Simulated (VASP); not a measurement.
# Sn (Fd-3m) in VASP: notebook

Runs on Sn. Level: PBEsol. Tasks: single point.

Program: VASP 6.6.1. These are calculated values, not measurements. Logs are shortened: lines on timing, memory, paths and dates and some standing lists are left out, and cuts for length are marked.

## 1. The cell of the first run

Symmetry: Fd-3m, No. 227, cubic system. Conventional cell: a = 5.360 Å, b = 5.360 Å, c = 5.360 Å, α = 90.00°, β = 90.00°, γ = 90.00°. Within 3.1 Å of Sn (site symmetry -43m) lie 4 Sn at 2.32 Å.

This isn't the form of Sn at room conditions, which is tetragonal (white tin).

## 2. Single point, PBEsol (19.25 Å³/atom)

The input, INCAR:

```
SYSTEM = Sn
  PREC = Accurate
  ENCUT = 520
  EDIFF = 1E-6
  ISMEAR = -1
  SIGMA = 0.1
  LREAL = .False.
  LASPH = .True.
  NELM = 100
  ALGO = Normal
  ISIF = 2
  LWAVE = .False.
  LCHARG = .True.
  GGA = PS
  LELF = .True.
  LVHAR = .True.
  NBANDS = 21
```

The input, KPOINTS:

```
regular mesh
0
Gamma
  10 10 10
  0 0 0
```

The input, POSCAR:

```
Sn
1.0
    0.0000000000      2.6800542055      2.6800542055
    2.6800542055      0.0000000000      2.6800542055
    2.6800542055      2.6800542055      0.0000000000
Sn
2
Direct
   -0.1250000000     -0.1250000000     -0.1250000000
    0.1250000000      0.1250000000      0.1250000000
```

Potentials or basis: VASP PAW PBE potentials, release 64 (Sn_d).

The run is started by

```sh
$ cat potpaw_PBE.64/Sn_d/POTCAR > POTCAR
$ mpirun -np 1 vasp_std > vasp.out
```

OUTCAR:

```text
SYSTEM = Sn
   PREC = Accurate
   ENCUT = 520
   EDIFF = 1E-6
   ISMEAR = -1
   LREAL = .False.
   LASPH = .True.
   NELM = 100
   ISIF = 2
   GGA = PS

 ion  position               nearest neighbor table
   1  0.875  0.875  0.875-   2 2.32   2 2.32   2 2.32   2 2.32
   2  0.125  0.125  0.125-   1 2.32   1 2.32   1 2.32   1 2.32

  LATTYP: Found a face centered cubic cell.
 ALAT       =     5.3601084110

  Lattice vectors:

 A1 = (   0.0000000000,   2.6800542055,   2.6800542055)
 A2 = (   2.6800542055,   0.0000000000,   2.6800542055)
 A3 = (   2.6800542055,   2.6800542055,   0.0000000000)

Analysis of symmetry for initial positions (statically):
=====================================================================
 Subroutine PRICEL returns:
 Original cell was already a primitive cell.

 Routine SETGRP: Setting up the symmetry group for a
 face centered cubic supercell.

 Subroutine GETGRP returns: Found 48 space group operations
 (whereof 12 operations were pure point group operations)
 out of a pool of 48 trial point group operations.

The static configuration has the point symmetry D_3d.
 The point group associated with its full space group is O_h .

Analysis of symmetry for dynamics (positions and initial velocities):
=====================================================================
 Subroutine PRICEL returns:
 Original cell was already a primitive cell.

 Routine SETGRP: Setting up the symmetry group for a
 face centered cubic supercell.

 Subroutine GETGRP returns: Found 48 space group operations
 (whereof 12 operations were pure point group operations)
 out of a pool of 48 trial point group operations.

The dynamic configuration has the point symmetry D_3d.
 The point group associated with its full space group is O_h .

 Subroutine INISYM returns: Found 48 space group operations
 (whereof 12 operations are pure point group operations),
 and found     1 'primitive' translations

----------------------------------------------------------------------------------------

                                     Primitive cell

  volume of cell :      38.5000

  direct lattice vectors                    reciprocal lattice vectors
     0.000000000  2.680054205  2.680054205    -0.186563391  0.186563391  0.186563391
     2.680054205  0.000000000  2.680054205     0.186563391 -0.186563391  0.186563391
     2.680054205  2.680054205  0.000000000     0.186563391  0.186563391 -0.186563391

  length of vectors
     3.790169005  3.790169005  3.790169005     0.323137272  0.323137272  0.323137272

  position of ions in fractional coordinates (direct lattice)
     0.875000000  0.875000000  0.875000000
     0.125000000  0.125000000  0.125000000

  ion indices of the primitive-cell ions
   primitive index   ion index
                 1           1
                 2           2

----------------------------------------------------------------------------------------

 KPOINTS: regular mesh

Automatic generation of k-mesh.
 Grid dimensions read from file:
 generate k-points for:   10   10   10

 Generating k-lattice:

  Cartesian coordinates                     Fractional coordinates (reciprocal lattice)
    -0.018656339  0.018656339  0.018656339     0.100000000  0.000000000  0.000000000
     0.018656339 -0.018656339  0.018656339     0.000000000  0.100000000  0.000000000
     0.018656339  0.018656339 -0.018656339     0.000000000  0.000000000  0.100000000

  Length of vectors
     0.032313727  0.032313727  0.032313727

  Shift w.r.t. Gamma in fractional coordinates (k-lattice)
     0.000000000  0.000000000  0.000000000

 Subroutine IBZKPT returns following result:
 ===========================================

 Found     47 irreducible k-points:

 Following reciprocal coordinates:
            Coordinates               Weight
  0.000000  0.000000  0.000000      1.000000
  0.100000  0.000000  0.000000      8.000000
  0.200000  0.000000  0.000000      8.000000
  0.300000  0.000000  0.000000      8.000000
  0.400000  0.000000  0.000000      8.000000
  0.500000  0.000000  0.000000      4.000000
[... 16 lines left out ...]
  0.300000  0.300000  0.000000      6.000000
  0.400000  0.300000  0.000000     24.000000
 [... further k-points ...]
   k-points           NKPTS =     47   k-points in BZ     NKDIM =     47   number of bands    NBANDS=     21
   number of dos      NEDOS =    301   number of ions     NIONS =      2
   total plane-waves  NPLWV =  21952
   dimension x,y,z NGX =    28 NGY =   28 NGZ =   28
   dimension x,y,z NGXF=    56 NGYF=   56 NGZF=   56
   ions per type =               2
   NGX,Y,Z   is equivalent  to a cutoff of  12.28, 12.28, 12.28 a.u.
   NGXF,Y,Z  is equivalent  to a cutoff of  24.56, 24.56, 24.56 a.u.
 SYSTEM =  Sn
   PREC   = accura    normal or accurate (medium, high low for compatibility)
   ISTART =      0    job   : 0-new  1-cont  2-samecut
   ICHARG =      2    charge: 1-file 2-atom 10-const
   ISPIN  =      1    spin polarized calculation?
   LNONCOLLINEAR =      F non collinear calculations
   LSORBIT =      F    spin-orbit coupling
   LASPH  =      T    aspherical Exc in radial PAW
   ENCUT  =  520.0 eV  38.22 Ry    6.18 a.u.   7.05  7.05  7.05*2*pi/ulx,y,z
   NELM   =    100;   NELMIN=  2; NELMDL= -5     # of ELM steps
   EDIFF  = 0.1E-05   stopping-criterion for ELM
   LREAL  =      F    real-space projection
   EDIFFG = 0.1E-04   stopping-criterion for IOM
   NSW    =      0    number of steps for IOM
   IBRION =     -1    ionic relax: 0-MD 1-quasi-New 2-CG
   NFREE  =      0    steps in history (QN), initial steepest desc. (CG)
   ISIF   =      2    stress and relaxation
   ISYM   =      2    0-nonsym 1-usesym 2-fastsym
   POTIM  = 0.5000    time-step for ionic-motion
   TEBEG  =    0.0;   TEEND  =   0.0 temperature during run
   PSTRESS=    0.0 pullay stress
   NELECT =      28.0000    total number of electrons
   NUPDOWN=      -1.0000    fix difference up-down
   EMIN   =  10.00;   EMAX   =-10.00  energy-range for DOS
   EFERMI =   0.00;   METHOD = LEGACY
   ISMEAR =    -1;   SIGMA  =   0.10  broadening in eV -4-tet -1-fermi 0-gaus
   EFERMI_NEDOS =   21; number of points for ismear=-14 and -15
   IALGO  =     38    algorithm
   IMIX   =      4    mixing-type and parameters
     AMIX     =   0.40;   BMIX     =  1.00
     AMIX_MAG =   1.60;   BMIX_MAG =  1.00
  volume/ion in A,a.u.               =      19.25       129.91
  Fermi-wavevector in a.u.,A,eV,Ry     =   1.472224  2.782100 29.489864  2.167444
  Thomas-Fermi vector in A             =   2.587265
   LORBIT       =      0    0 simple, 1 ext, 2 COOP (PROOUT), +10 PAW based schemes
   GGA     = PS    functional components
   LHFCALC =     F    Hartree Fock is set to
   AEXX    =    0.0000 exact exchange contribution
   IVDW    =     0    specifies the selected vdW correction
   LEPSILON=     F    determine dielectric tensor
   LRPA    =     F    only Hartree local field effects (RPA)
 non-spin polarized calculation
  energy-cutoff  :      520.00
  volume of cell :       38.50
 maximum number of plane-waves:      1056
   NGX = 15   NGY = 15   NGZ = 15

 number of electron      27.9999980 magnetization

 Free energy of the ion-electron system (eV)
  ---------------------------------------------------
  ext. energy  EPLUGINS =         0.00000000
  ---------------------------------------------------
  free energy    TOTEN  =        -2.74195218 eV

  energy without entropy =       -2.73160437  energy(sigma->0) =       -2.73677828

 E-fermi :  13.6539     XC(G=0): -11.8855

 val. band max:       13.5835718568   @ k =   0.5000   0.5000   0.0000
 cond. band min:      13.6805875189   @ k =   0.3000   0.3000   0.0000
 fundamental gap:      0.0970156621
 Fermi energy:        13.6539024149

 k-point     1 :       0.0000    0.0000    0.0000
  band No.  band energies     occupation
      1     -10.3456      2.00000
      2     -10.3456      2.00000
      3     -10.3456      2.00000
      4     -10.1772      2.00000
      5     -10.1772      2.00000
      6      -8.9325      2.00000
[... 13 lines left out ...]
     20      21.7231      0.00000
     21      21.7231      0.00000

 k-point     2 :       0.1000    0.0000    0.0000
  band No.  band energies     occupation
      1     -10.3854      2.00000
      2     -10.3854      2.00000
      3     -10.3393      2.00000
      4     -10.1219      2.00000
      5     -10.1219      2.00000
      6      -8.9573      2.00000
[... 13 lines left out ...]
     20      21.1410      0.00000
     21      21.1410      0.00000

 k-point     3 :       0.2000    0.0000    0.0000
  band No.  band energies     occupation
      1     -10.4379      2.00000
      2     -10.4379      2.00000
      3     -10.3233      2.00000
      4     -10.0331      2.00000
      5     -10.0331      2.00000
      6      -9.0024      2.00000
[... 13 lines left out ...]
     20      20.7939      0.00000
     21      20.7939      0.00000

 k-point     4 :       0.3000    0.0000    0.0000
  band No.  band energies     occupation
      1     -10.4670      2.00000
      2     -10.4670      2.00000
      3     -10.3040      2.00000
      4      -9.9692      2.00000
      5      -9.9692      2.00000
      6      -9.0481      2.00000
[... 13 lines left out ...]
     20      21.5547      0.00000
     21      21.9918      0.00000

 k-point     5 :       0.4000    0.0000    0.0000
  band No.  band energies     occupation
      1     -10.4757      2.00000
      2     -10.4757      2.00000
      3     -10.2886      2.00000
      4      -9.9429      2.00000
      5      -9.9429      2.00000
      6      -9.0925      2.00000
[... 13 lines left out ...]
     20      22.9864      0.00000
     21      23.9810      0.00000

 k-point     6 :       0.5000    0.0000    0.0000
  band No.  band energies     occupation
      1     -10.4763      2.00000
      2     -10.4763      2.00000
      3     -10.2829      2.00000
      4      -9.9383      2.00000
      5      -9.9383      2.00000
      6      -9.1096      2.00000
[... 13 lines left out ...]
     20      23.9679      0.00000
     21      25.3013      0.00000

 k-point     7 :       0.1000    0.1000    0.0000
  band No.  band energies     occupation
      1     -10.4029      2.00000
      2     -10.3644      2.00000
      3     -10.3644      2.00000
      4     -10.1407      2.00000
      5     -10.0648      2.00000
      6      -9.0706      2.00000
[... 13 lines left out ...]
     20      20.4593      0.00000
     21      22.0830      0.00000
[... 291 lines left out ...]
      1     -10.6039      2.00000
      2     -10.5251      2.00000
      3     -10.1385      2.00000
      4      -9.8196      2.00000
      5      -9.7496      2.00000
      6      -9.3463      2.00000
[... 13 lines left out ...]
     20      22.6553      0.00000
     21      23.1905      0.00000

 k-point    21 :      -0.3000    0.2000    0.0000
  band No.  band energies     occupation
      1     -10.5710      2.00000
      2     -10.5380      2.00000
      3     -10.1417      2.00000
      4      -9.9215      2.00000
      5      -9.7432      2.00000
      6      -9.2538      2.00000
[... 13 lines left out ...]
     20      22.8355      0.00000
     21      24.2981      0.00000

 k-point    22 :      -0.2000    0.2000    0.0000
  band No.  band energies     occupation
      1     -10.5285      2.00000
      2     -10.5080      2.00000
      3     -10.2165      2.00000
      4      -9.9859      2.00000
      5      -9.8167      2.00000
      6      -9.2109      2.00000
[... 13 lines left out ...]
     20      22.8394      0.00000
     21      25.0954      0.00000

 k-point    23 :       0.3000    0.3000    0.0000
  band No.  band energies     occupation
      1     -10.4641      2.00000
      2     -10.4641      2.00000
      3     -10.4228      2.00000
      4      -9.8698      2.00000
      5      -9.6264      2.00000
      6      -9.6142      2.00000
[... 13 lines left out ...]
     20      24.7916      0.00000
     21      24.9075      0.00000

 k-point    24 :       0.4000    0.3000    0.0000
  band No.  band energies     occupation
      1     -10.5366      2.00000
      2     -10.4888      2.00000
      3     -10.3228      2.00000
      4      -9.7740      2.00000
      5      -9.7339      2.00000
      6      -9.5107      2.00000
[... 13 lines left out ...]
     20      25.3198      0.00000
     21      26.4548      0.00000

 [... further k-points ...]

------------------------ aborting loop because EDIFF is reached ----------------------------------------

  FORCE on cell =-STRESS in cart. coord.  units (eV):
  Direction    XX          YY          ZZ          XY          YZ          ZX
  --------------------------------------------------------------------------------------
  -------------------------------------------------------------------------------------
  Total       24.5494884     24.5494884     24.5494884     -0.0000000      0.0000000      0.0000000
  in kB     1021.6268499   1021.6268499   1021.6268499     -0.0000000      0.0000000      0.0000000
  external PRESSURE =    1021.6268499 kB  Pullay stress =       0.0000000 kB

 VOLUME and BASIS-vectors are now :
 -----------------------------------------------------------------------------
  energy-cutoff  :      520.00
  volume of cell :       38.50
      direct lattice vectors                 reciprocal lattice vectors
     0.000000000  2.680054205  2.680054205    -0.186563391  0.186563391  0.186563391
     2.680054205  0.000000000  2.680054205     0.186563391 -0.186563391  0.186563391
     2.680054205  2.680054205  0.000000000     0.186563391  0.186563391 -0.186563391

 POSITION                                       TOTAL-FORCE (eV/Angst)
 -----------------------------------------------------------------------------------
      4.69009      4.69009      4.69009         0.000000     -0.000000      0.000000
      0.67001      0.67001      0.67001        -0.000000      0.000000     -0.000000
 -----------------------------------------------------------------------------------
    total drift:                                0.000000     -0.000000     -0.000000

  FREE ENERGIE OF THE ION-ELECTRON SYSTEM (eV)
  ---------------------------------------------------
  free  energy   TOTEN  =        -2.7419521826 eV

  energy  without entropy=       -2.7316043690  energy(sigma->0) =       -2.73677828
```

It took 55 s on 1 thread of Intel Xeon 8259CL, shared host; peak memory 0.17 GiB.

Results:

```
Free energy            : -2.7420 eV
Pressure               : 102.2 GPa
Band gap on the k mesh : zero (bands 14 and 15 overlap by 0.83 eV)
```

Caveat: the cell stands under pressure; the PAW data sets were made with another functional, which shifts forces and pressure a little; spin-orbit coupling is left out, which moves the levels of the heavy elements.

(Continued in part 2 of 3.)

The gap in the log of VASP goes by the Fermi energy; the results here count the filled bands.